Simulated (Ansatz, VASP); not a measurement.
One calculation of Fe2Ru, two programs

```
Fe Ru
1.0
     0.00000    2.74781    2.74781
     2.74781    0.00000    2.74781
     2.74781    2.74781    0.00000
Fe Ru
2 1
Direct
  0.25000 0.25000 0.25000
  0.75000 0.75000 0.75000
  0.00000 0.00000 0.00000
```

Alike in both runs: functional PBE; k mesh 6 × 6 × 6; occupations gaussian, width 0.1 eV; no spin polarisation.

Ansatz relaxed the structure, and its values are those at the end. VASP's run is a single point on that final structure, the one shown.

|  | VASP | Ansatz |
| --- | --- | --- |
| version | VASP 6.6.1 | Ansatz 0.2.0 |
| potentials or method | VASP PAW PBE potentials, release 64 (Fe, Ru_pv), cutoff 520 eV | scalar-relativistic, plane waves, PAW |
| valence electrons in the cell | 30 | 48 |

```csv
,VASP,Ansatz,Ansatz less VASP
gap on the k mesh at the Fermi level (eV),none,none,-
pressure (GPa),-0.1,0.1,+0.26
```

A gap of «none» marks a metal or a gap that the smearing closes. With one functional, cell and mesh, what is left measures potentials, basis and numerics. VASP's potentials hold 30 valence electrons a cell and Ansatz's 48, so a difference there can come from the potentials and not from the codes.
